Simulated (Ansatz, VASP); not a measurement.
# One calculation of IrRu2, two programs

```xyz
6
Lattice="2.7016 0.0000 0.0000 -1.3508 2.3397 0.0000 0.0000 0.0000 12.9595" Properties=species:S:1:pos:R:3 pbc="T T T"
Ru    0.0000    1.5598   11.8795
Ru    0.0000    1.5598    7.5597
Ru    1.3508    0.7799    1.0800
Ru    1.3508    0.7799    5.3998
Ir    0.0000    1.5598    3.2399
Ir    1.3508    0.7799    9.7196
```

Alike in both runs: task relaxation of cell and atoms; functional PBE; k mesh 6 × 6 × 2; occupations gaussian, width 0.1 eV; no spin polarisation.

|  | VASP | Ansatz |
| --- | --- | --- |
| version | VASP 6.6.1 | Ansatz 0.2.0 |
| potentials or method | VASP PAW PBE potentials, release 64 (Ru_pv, Ir), cutoff 600 eV | scalar-relativistic, plane waves, PAW |
| valence electrons in the cell | 74 | 98 |

```tsv
	VASP	Ansatz	Ansatz less VASP
gap on the k mesh at the Fermi level, each at its own relaxed structure (eV)	none	none	-
relaxed volume (Å³/atom)	14.07	14.07	-0.001
relaxed cell length with the largest relative difference (Å)	2.760	2.760	-0.0002
```

A gap of «none» marks a metal or a gap that the smearing closes. VASP's potentials hold 74 valence electrons a cell and Ansatz's 98, so a difference there can come from the potentials and not from the codes.

The k mesh is coarse, so the values compare programs but aren't converged. Neither program's run includes spin-orbit coupling.
